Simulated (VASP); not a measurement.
# Hf (Cmcm) in VASP: notebook

Hf is run at these levels: PBEsol; tasks: single point.

All numbers are computed with VASP 6.6.1; they aren't measurements. Logs are shortened: lines on timing, memory, paths and dates and some standing lists are left out, and cuts for length are marked.

**1. The cell of the first run**

Symmetry: Cmcm, No. 63, orthorhombic system. Conventional cell: a = 3.042 Å, b = 6.090 Å, c = 4.622 Å, α = 90.00°, β = 90.00°, γ = 90.00°. Within 3.9 Å of Hf (site symmetry m2m) lie 12 Hf at 2.95 to 3.40 Å.

**2. Single point, PBEsol**

INCAR

```
SYSTEM = Hf
ALGO     = Fast           ! electronic algorithm
EDIFF    = 1E-6           ! SCF threshold, eV
ENCUT    = 520            ! plane-wave cutoff, eV
GGA      = PS             ! functional
ISIF     = 2              ! what is computed and relaxed
ISMEAR   = 0              ! smearing method
LASPH    = .TRUE.         ! aspherical terms in the spheres
LCHARG   = .FALSE.        ! write CHGCAR
LREAL    = .FALSE.        ! projectors in reciprocal space
LWAVE    = .FALSE.        ! write WAVECAR
NBANDS   = 17             ! bands
NELM     = 60             ! most SCF steps
PREC     = Accurate       ! precision mode
SIGMA    = 0.15           ! smearing width, eV
```

KPOINTS

```
k-points
0
G
  18 18 10
  0 0 0
```

POSCAR

```
Hf
1.0
    3.0417588492      0.0000000000      0.0000000000
   -1.5208794246      3.0447714125      0.0000000000
    0.0000000000      0.0000000000      4.6215076546
Hf
2
Direct
    0.3333333333      0.6666666667      0.2500000000
    0.6666666667      0.3333333333      0.7500000000
```

Potentials or basis: VASP PAW PBE potentials, release 64 (Hf_pv).

The run is started by

```
> cat potpaw_PBE.64/Hf_pv/POTCAR > POTCAR
> mpirun -np 1 vasp_std > vasp.out
```

OUTCAR:

```text
SYSTEM = Hf
   EDIFF = 1E-6
   ENCUT = 520
   GGA = PS
   ISIF = 2
   ISMEAR = 0
   LASPH = .TRUE.
   LREAL = .FALSE.
   NELM = 60
   PREC = Accurate

 ion  position               nearest neighbor table
   1  0.333  0.667  0.250-   2 2.95   2 2.95   2 2.95   2 2.95   2 3.08   2 3.08
   2  0.667  0.333  0.750-   1 2.95   1 2.95   1 2.95   1 2.95   1 3.08   1 3.08

  LATTYP: Found a base centered orthorhombic cell.
 ALAT       =     3.0417588492
 B/A-ratio  =     2.0019808035
 C/A-ratio  =     1.5193537304

  Lattice vectors:

 A1 = (   1.5208794246,  -3.0447714125,   0.0000000000)
 A2 = (   1.5208794246,   3.0447714125,   0.0000000000)
 A3 = (   0.0000000000,   0.0000000000,   4.6215076546)

Analysis of symmetry for initial positions (statically):
=====================================================================
 Subroutine PRICEL returns:
 Original cell was already a primitive cell.

 Routine SETGRP: Setting up the symmetry group for a
 base centered orthorhombic supercell.

 Subroutine GETGRP returns: Found  8 space group operations
 (whereof  4 operations were pure point group operations)
 out of a pool of  8 trial point group operations.

The static configuration has the point symmetry C_2h.
 The point group associated with its full space group is D_2h.

Analysis of symmetry for dynamics (positions and initial velocities):
=====================================================================
 Subroutine PRICEL returns:
 Original cell was already a primitive cell.

 Routine SETGRP: Setting up the symmetry group for a
 base centered orthorhombic supercell.

 Subroutine GETGRP returns: Found  8 space group operations
 (whereof  4 operations were pure point group operations)
 out of a pool of  8 trial point group operations.

The dynamic configuration has the point symmetry C_2h.
 The point group associated with its full space group is D_2h.

 Subroutine INISYM returns: Found  8 space group operations
 (whereof  4 operations are pure point group operations),
 and found     1 'primitive' translations

----------------------------------------------------------------------------------------

                                     Primitive cell

  volume of cell :      42.8019

  direct lattice vectors                    reciprocal lattice vectors
     3.041758849  0.000000000  0.000000000     0.328757160  0.164215940  0.000000000
    -1.520879425  3.044771412  0.000000000     0.000000000  0.328431880  0.000000000
     0.000000000  0.000000000  4.621507655     0.000000000  0.000000000  0.216379605

  length of vectors
     3.041758849  3.403484564  4.621507655     0.367488973  0.328431880  0.216379605

  position of ions in fractional coordinates (direct lattice)
     0.333333333  0.666666667  0.250000000
     0.666666667  0.333333333  0.750000000

  ion indices of the primitive-cell ions
   primitive index   ion index
                 1           1
                 2           2

----------------------------------------------------------------------------------------

 KPOINTS: k-points

Automatic generation of k-mesh.
 Grid dimensions read from file:
 generate k-points for:   18   18   10

 Generating k-lattice:

  Cartesian coordinates                     Fractional coordinates (reciprocal lattice)
     0.018264287  0.009123108  0.000000000     0.055555556  0.000000000  0.000000000
     0.000000000  0.018246216  0.000000000     0.000000000  0.055555556  0.000000000
     0.000000000  0.000000000  0.021637960     0.000000000  0.000000000  0.100000000

  Length of vectors
     0.020416054  0.018246216  0.021637960

  Shift w.r.t. Gamma in fractional coordinates (k-lattice)
     0.000000000  0.000000000  0.000000000

 Subroutine IBZKPT returns following result:
 ===========================================

 Found    546 irreducible k-points:

 Following reciprocal coordinates:
            Coordinates               Weight
  0.000000  0.000000  0.000000      1.000000
  0.055556 -0.000000  0.000000      4.000000
  0.111111 -0.000000  0.000000      4.000000
  0.166667 -0.000000  0.000000      4.000000
  0.222222 -0.000000  0.000000      4.000000
  0.277778 -0.000000  0.000000      4.000000
[... 16 lines left out ...]
 -0.333333  0.055556  0.000000      4.000000
 -0.277778  0.055556  0.000000      4.000000
 [... further k-points ...]
   k-points           NKPTS =    546   k-points in BZ     NKDIM =    546   number of bands    NBANDS=     17
   number of dos      NEDOS =    301   number of ions     NIONS =      2
   total plane-waves  NPLWV =  24192
   dimension x,y,z NGX =    24 NGY =   28 NGZ =   36
   dimension x,y,z NGXF=    48 NGYF=   56 NGZF=   72
   ions per type =               2
   NGX,Y,Z   is equivalent  to a cutoff of  13.12, 13.68, 12.95 a.u.
   NGXF,Y,Z  is equivalent  to a cutoff of  26.23, 27.35, 25.90 a.u.
 SYSTEM =  Hf
   PREC   = accura    normal or accurate (medium, high low for compatibility)
   ISTART =      0    job   : 0-new  1-cont  2-samecut
   ICHARG =      2    charge: 1-file 2-atom 10-const
   ISPIN  =      1    spin polarized calculation?
   LNONCOLLINEAR =      F non collinear calculations
   LSORBIT =      F    spin-orbit coupling
   LASPH  =      T    aspherical Exc in radial PAW
   ENCUT  =  520.0 eV  38.22 Ry    6.18 a.u.   5.66  6.33  8.59*2*pi/ulx,y,z
   NELM   =     60;   NELMIN=  2; NELMDL= -5     # of ELM steps
   EDIFF  = 0.1E-05   stopping-criterion for ELM
   LREAL  =      F    real-space projection
   EDIFFG = 0.1E-04   stopping-criterion for IOM
   NSW    =      0    number of steps for IOM
   IBRION =     -1    ionic relax: 0-MD 1-quasi-New 2-CG
   NFREE  =      0    steps in history (QN), initial steepest desc. (CG)
   ISIF   =      2    stress and relaxation
   ISYM   =      2    0-nonsym 1-usesym 2-fastsym
   POTIM  = 0.5000    time-step for ionic-motion
   TEBEG  =    0.0;   TEEND  =   0.0 temperature during run
   PSTRESS=    0.0 pullay stress
   NELECT =      20.0000    total number of electrons
   NUPDOWN=      -1.0000    fix difference up-down
   EMIN   =  10.00;   EMAX   =-10.00  energy-range for DOS
   EFERMI =   0.00;   METHOD = LEGACY
   ISMEAR =     0;   SIGMA  =   0.15  broadening in eV -4-tet -1-fermi 0-gaus
   EFERMI_NEDOS =   21; number of points for ismear=-14 and -15
   IALGO  =     68    algorithm
   IMIX   =      4    mixing-type and parameters
     AMIX     =   0.40;   BMIX     =  1.00
     AMIX_MAG =   1.60;   BMIX_MAG =  1.00
  volume/ion in A,a.u.               =      21.40       144.42
  Fermi-wavevector in a.u.,A,eV,Ry     =   1.270371  2.400652 21.957647  1.613842
  Thomas-Fermi vector in A             =   2.403362
   LORBIT       =      0    0 simple, 1 ext, 2 COOP (PROOUT), +10 PAW based schemes
   GGA     = PS    functional components
   LHFCALC =     F    Hartree Fock is set to
   AEXX    =    0.0000 exact exchange contribution
   IVDW    =     0    specifies the selected vdW correction
   LEPSILON=     F    determine dielectric tensor
   LRPA    =     F    only Hartree local field effects (RPA)
 non-spin polarized calculation
 RMM-DIIS sequential band-by-band and
 Gauss-broadening in eV      SIGMA  =   0.15
  energy-cutoff  :      520.00
  volume of cell :       42.80
 maximum number of plane-waves:      1175
   NGX = 11   NGY = 13   NGZ = 17

 number of electron      20.0000001 magnetization

 Free energy of the ion-electron system (eV)
  ---------------------------------------------------
  ext. energy  EPLUGINS =         0.00000000
  ---------------------------------------------------
  free energy    TOTEN  =       -20.77026985 eV

  energy without entropy =      -20.75269740  energy(sigma->0) =      -20.76148362

 E-fermi :   4.8788     XC(G=0): -11.5773

 val. band max:        4.8774668404   @ k =   0.1667   0.3333   0.5000
 cond. band min:       4.8794578060   @ k =   0.2778   0.3333   0.3000
 fundamental gap:      0.0019909656
 Fermi energy:         4.8787802435

 k-point     1 :       0.0000    0.0000    0.0000
  band No.  band energies     occupation
      1     -26.0868      2.00000
      2     -25.2962      2.00000
      3     -25.1198      2.00000
      4     -25.0485      2.00000
      5     -24.8632      2.00000
      6     -24.8540      2.00000
[... 9 lines left out ...]
     16       8.2741      0.00000
     17       9.9327      0.00000

 k-point     2 :       0.0556   -0.0000    0.0000
  band No.  band energies     occupation
      1     -26.0759      2.00000
      2     -25.3004      2.00000
      3     -25.1460      2.00000
      4     -25.0444      2.00000
      5     -24.8847      2.00000
      6     -24.8607      2.00000
[... 9 lines left out ...]
     16       8.1546      0.00000
     17      10.1265      0.00000

 k-point     3 :       0.1111   -0.0000    0.0000
  band No.  band energies     occupation
      1     -26.0436      2.00000
      2     -25.3132      2.00000
      3     -25.2108      2.00000
      4     -25.0455      2.00000
      5     -24.9425      2.00000
      6     -24.8808      2.00000
[... 9 lines left out ...]
     16       8.4193      0.00000
     17      10.5123      0.00000

 k-point     4 :       0.1667   -0.0000    0.0000
  band No.  band energies     occupation
      1     -25.9917      2.00000
      2     -25.3381      2.00000
      3     -25.2980      2.00000
      4     -25.0791      2.00000
      5     -25.0036      2.00000
      6     -24.9140      2.00000
[... 9 lines left out ...]
     16       8.8475      0.00000
     17      10.9218      0.00000

 k-point     5 :       0.2222   -0.0000    0.0000
  band No.  band energies     occupation
      1     -25.9227      2.00000
      2     -25.4164      2.00000
      3     -25.3590      2.00000
      4     -25.1665      2.00000
      5     -25.0261      2.00000
      6     -24.9600      2.00000
[... 9 lines left out ...]
     16       9.2964      0.00000
     17      11.3047      0.00000

 k-point     6 :       0.2778   -0.0000    0.0000
  band No.  band energies     occupation
      1     -25.8403      2.00000
      2     -25.5265      2.00000
      3     -25.4128      2.00000
      4     -25.2520      2.00000
      5     -25.0374      2.00000
      6     -25.0178      2.00000
[... 9 lines left out ...]
     16       9.8034      0.00000
     17      11.6341      0.00000

 k-point     7 :       0.3333   -0.0000    0.0000
  band No.  band energies     occupation
      1     -25.7493      2.00000
      2     -25.6304      2.00000
      3     -25.4870      2.00000
      4     -25.3053      2.00000
      5     -25.0856      2.00000
      6     -25.0467      2.00000
[... 9 lines left out ...]
     16      10.4165      0.00000
     17      11.8947      0.00000

 k-point     8 :       0.3889   -0.0000    0.0000
  band No.  band energies     occupation
      1     -25.7150      2.00000
      2     -25.6569      2.00000
      3     -25.5599      2.00000
      4     -25.3337      2.00000
      5     -25.1590      2.00000
      6     -25.0540      2.00000
[... 9 lines left out ...]
     16      11.1926      0.00000
     17      12.0804      0.00000
[... 203 lines left out ...]
      1     -25.7764      2.00000
      2     -25.6088      2.00000
      3     -25.5505      2.00000
      4     -25.3581      2.00000
      5     -25.2514      2.00000
      6     -25.0675      2.00000
[... 9 lines left out ...]
     16      12.2377      0.00000
     17      12.3130      0.00000

 k-point    20 :       0.5000    0.0556    0.0000
  band No.  band energies     occupation
      1     -25.7857      2.00000
      2     -25.6311      2.00000
      3     -25.5395      2.00000
      4     -25.3485      2.00000
      5     -25.2596      2.00000
      6     -25.0656      2.00000
[... 9 lines left out ...]
     16      12.2186      0.00000
     17      13.1831      0.00000

 k-point    21 :      -0.4444    0.0556    0.0000
  band No.  band energies     occupation
      1     -25.7570      2.00000
      2     -25.6184      2.00000
      3     -25.5979      2.00000
      4     -25.3305      2.00000
      5     -25.2071      2.00000
      6     -25.0603      2.00000
[... 9 lines left out ...]
     16      11.9968      0.00000
     17      12.1547      0.00000

 k-point    22 :      -0.3889    0.0556    0.0000
  band No.  band energies     occupation
      1     -25.6942      2.00000
      2     -25.6848      2.00000
      3     -25.5721      2.00000
      4     -25.3046      2.00000
      5     -25.1338      2.00000
      6     -25.0526      2.00000
[... 9 lines left out ...]
     16      11.0742      0.00000
     17      12.0124      0.00000

 k-point    23 :      -0.3333    0.0556    0.0000
  band No.  band energies     occupation
      1     -25.7772      2.00000
      2     -25.6054      2.00000
      3     -25.5002      2.00000
      4     -25.2687      2.00000
      5     -25.0611      2.00000
      6     -25.0438      2.00000
[... 9 lines left out ...]
     16      10.3045      0.00000
     17      11.7898      0.00000

 k-point    24 :      -0.2778    0.0556    0.0000
  band No.  band energies     occupation
      1     -25.8652      2.00000
      2     -25.5015      2.00000
      3     -25.4204      2.00000
      4     -25.2158      2.00000
      5     -25.0353      2.00000
      6     -24.9966      2.00000
[... 9 lines left out ...]
     16       9.6904      0.00000
     17      11.4919      0.00000

 [... further k-points ...]
[... 5 lines left out ...]
  --------------------------------------------------------------------------------------
  -------------------------------------------------------------------------------------
  Total        1.2055385     -1.7981143      1.9882755      0.0000000      0.0000000      0.0000000
  in kB       45.1261728    -67.3076964     74.4258816      0.0000000      0.0000000      0.0000000
  external PRESSURE =      17.4147860 kB  Pullay stress =       0.0000000 kB

 VOLUME and BASIS-vectors are now :
 -----------------------------------------------------------------------------
  energy-cutoff  :      520.00
  volume of cell :       42.80
      direct lattice vectors                 reciprocal lattice vectors
     3.041758849  0.000000000  0.000000000     0.328757160  0.164215940  0.000000000
    -1.520879425  3.044771412  0.000000000     0.000000000  0.328431880  0.000000000
     0.000000000  0.000000000  4.621507655     0.000000000  0.000000000  0.216379605

 POSITION                                       TOTAL-FORCE (eV/Angst)
 -----------------------------------------------------------------------------------
     -0.00000      2.02985      1.15538         0.000000      0.396155      0.000000
      1.52088      1.01492      3.46613         0.000000     -0.396155      0.000000
 -----------------------------------------------------------------------------------
    total drift:                               -0.000000      0.000000     -0.000000

  FREE ENERGIE OF THE ION-ELECTRON SYSTEM (eV)
  ---------------------------------------------------
  free  energy   TOTEN  =       -20.7702698491 eV

  energy  without entropy=      -20.7526973973  energy(sigma->0) =      -20.76148362
```

Run time: 3.3 min. Hardware: 1 thread of Intel Xeon 6975P-C (Granite Rapids), shared host; peak memory 0.43 GiB.

Results:

```yaml
Free_energy: -20.7703 eV
Pressure: 1.7 GPa
Largest_force: 0.396 eV/Å
Band_gap_on_the_k_mesh: zero (bands 10 and 11 overlap by 1.61 eV)
```

Forces on the atoms (eV/Å):
```
Hf   0.000  0.396  0.000
Hf   0.000 -0.396  0.000
```

Stress tensor (GPa, compression positive):
```
 4.51  0.00  0.00
 0.00 -6.73  0.00
 0.00  0.00  7.44
```

Levels at points of the mesh, in eV from the Fermi level:
| k point | band 7 | band 8 | band 9 | band 10 | band 11 | band 12 | band 13 | band 14 |
| --- | --- | --- | --- | --- | --- | --- | --- | --- |
| (0.00, 0.00, 0.00) | -7.32 | -3.49 | -0.11 | 1.23 | 1.57 | 2.14 | 2.43 | 2.49 |
| (0.50, 0.00, 0.00) | -3.19 | -2.77 | -2.01 | -0.58 | -0.31 | 2.08 | 3.05 | 4.85 |
| (0.00, 0.50, 0.00) | -3.72 | -2.87 | -1.79 | -1.44 | 1.29 | 1.54 | 1.82 | 5.33 |
| (0.00, 0.00, 0.50) | -4.91 | -4.91 | -0.31 | -0.31 | 0.84 | 0.84 | 1.76 | 1.76 |
| (0.50, 0.00, 0.50) | -3.21 | -3.21 | -0.51 | -0.51 | 1.85 | 1.85 | 2.06 | 2.06 |
| (0.00, 0.50, 0.50) | -3.56 | -3.56 | -0.71 | -0.71 | 1.02 | 1.02 | 3.26 | 3.26 |

Caveat: the cell differs from its parent crystal (strain +e along x and -e along y -0.0750, strain +e along z and -e/2 along x and y -0.0750); the stress differs along the axes, from -7 to 7 GPa; the PAW data sets were made with another functional, which shifts forces and pressure a little; spin-orbit coupling is left out, which moves the levels of the heavy elements.

**3. Single point, PBEsol**

This run uses another cell than the first one, of the same volume but with other edges.

INCAR

```
SYSTEM = Hf
PREC = Accurate
ENCUT = 520
EDIFF = 1E-6
ISMEAR = 0
SIGMA = 0.15
LREAL = .False.
LASPH = .True.
NELM = 80
ALGO = Fast
ISIF = 2
LWAVE = .False.
LCHARG = .True.
GGA = PS
LELF = .True.
LVHAR = .True.
NBANDS = 17
```

KPOINTS

```
Automatic mesh
0
Gamma
  18 18 10
  0 0 0
```

POSCAR

```
Hf
1.0
    2.8047386791      0.0000000000      0.0000000000
   -1.4023693395      2.8395059240      0.0000000000
    0.0000000000      0.0000000000      5.3709413284
Hf
2
Direct
    0.3333333333      0.6666666667      0.2500000000
    0.6666666667      0.3333333333      0.7500000000
```

Potentials or basis: VASP PAW PBE potentials, release 64 (Hf_pv).

The run is started by

```
> cat potpaw_PBE.64/Hf_pv/POTCAR > POTCAR
> mpirun -np 1 vasp_std > vasp.out
```

Run time: 1.9 min. Hardware: 1 thread of Intel Xeon 6975P-C (Granite Rapids), shared host; peak memory 0.42 GiB.

It converged, with:

```
Free energy            : -20.6408 eV
Pressure               : 1.1 GPa
Largest force          : 0.255 eV/Å
Band gap on the k mesh : zero (bands 10 and 11 overlap by 0.88 eV)
```

Forces in eV/Å, atoms in the order of the input:
```
Hf   0.000  0.255  0.000
Hf   0.000 -0.255  0.000
```

Stress tensor (GPa, compression positive):
```
14.38  0.00  0.00
 0.00 -4.80  0.00
 0.00  0.00 -6.29
```

Levels at points of the mesh, in eV from the Fermi level:
```csv
k point,band 6,band 7,band 8,band 9,band 10,band 11,band 12,band 13,band 14,band 15
"(0.00, 0.00, 0.00)",-29.54,-7.34,-4.00,0.06,0.13,0.34,0.82,3.13,3.34,3.83
"(0.50, 0.00, 0.00)",-29.99,-3.02,-2.76,-2.38,0.14,0.34,1.56,1.80,6.12,6.35
"(0.00, 0.50, 0.00)",-29.62,-3.50,-2.89,-2.39,-0.73,0.25,0.44,3.19,6.06,7.03
"(0.00, 0.00, 0.50)",-29.58,-5.61,-5.61,-0.35,-0.35,0.18,0.18,3.28,3.28,4.63
"(0.50, 0.00, 0.50)",-30.02,-3.28,-3.28,-1.21,-1.21,2.13,2.13,2.94,2.94,5.96
"(0.00, 0.50, 0.50)",-29.68,-3.61,-3.61,-1.44,-1.44,0.92,0.92,4.68,4.68,5.99
```

Caveat: the cell differs from its parent crystal (strain +e along x and -e along y -0.0750, strain +e along z and -e/2 along x and y +0.0750); the stress differs along the axes, from -6 to 14 GPa; the PAW data sets were made with another functional, which shifts forces and pressure a little; spin-orbit coupling is left out, which moves the levels of the heavy elements.

(Part 1 of 2 ends here.)
